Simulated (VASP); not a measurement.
Set up this calculation in VASP 6.6.1, as the native input.

```yaml
Task: single point
Functional: LDA
Potentials_or_basis: VASP PAW LDA potentials, release 64 (Cs_sv, Sc_sv, I)
Cutoff: 520 eV
k_mesh: 3 × 3 × 3
Occupations: gaussian, width 0.01 eV
Spin: no spin polarisation
Dipole_correction: no
Further_INCAR_settings: ALGO = Normal; EDIFF = 1e-06; NBANDS = 51
```

The structure of Cs3ScI6 lies in POSCAR:

```
Cs3ScI6
1.0
    0.0000000000      6.4712540000      6.4712540000
    6.4712540000      0.0000000000      6.4712540000
    6.4712540000      6.4712540000      0.0000000000
Cs Sc I
3 1 6
Direct
    0.7500000000      0.7500000000      0.7500000000
    0.2500000000      0.2500000000      0.2500000000
    0.5000000000      0.5000000000      0.5000000000
    0.0000000000      0.0000000000      0.0000000000
    0.7772110000      0.2227890000      0.2227890000
    0.2227890000      0.2227890000      0.7772110000
    0.2227890000      0.7772110000      0.7772110000
    0.2227890000      0.7772110000      0.2227890000
    0.7772110000      0.2227890000      0.7772110000
    0.7772110000      0.7772110000      0.2227890000
```

These files were run (other wordings do the same):

INCAR

```
PREC     = Accurate       # precision mode
ENCUT    = 520            # plane-wave cutoff, eV
EDIFF    = 1E-6           # SCF threshold, eV
ISMEAR   = 0              # smearing method
SIGMA    = 0.01           # smearing width, eV
LREAL    = F              # projectors in reciprocal space
LASPH    = T              # aspherical terms in the spheres
NELM     = 60             # most SCF steps
ALGO     = Normal         # electronic algorithm
ISIF     = 2              # what is computed and relaxed
LWAVE    = F              # write WAVECAR
LCHARG   = F              # write CHGCAR
GGA      = CA             # functional
NBANDS   = 51             # bands
```

KPOINTS

```
regular mesh
0
Gamma
  3 3 3
```

Potentials or basis: VASP PAW LDA potentials, release 64 (Cs_sv, Sc_sv, I).

Command:

```sh
$ cat potpaw_LDA.64/Cs_sv/POTCAR potpaw_LDA.64/Sc_sv/POTCAR potpaw_LDA.64/I/POTCAR > POTCAR
$ mpirun -np 1 vasp_std > vasp.out
```

It gave:

* Pressure: -1.4 GPa
* Largest force: 0.185 eV/Å
* Band gap on the k mesh: 2.35 eV, indirect (least direct gap 2.36 eV)

Caveat: spin-orbit coupling is left out, which moves the levels of the heavy elements.

It took 2.9 min on 1 thread of AMD EPYC 7R43 64-Core Processor (Zen 3) (shared host), peak memory 0.52 GiB.
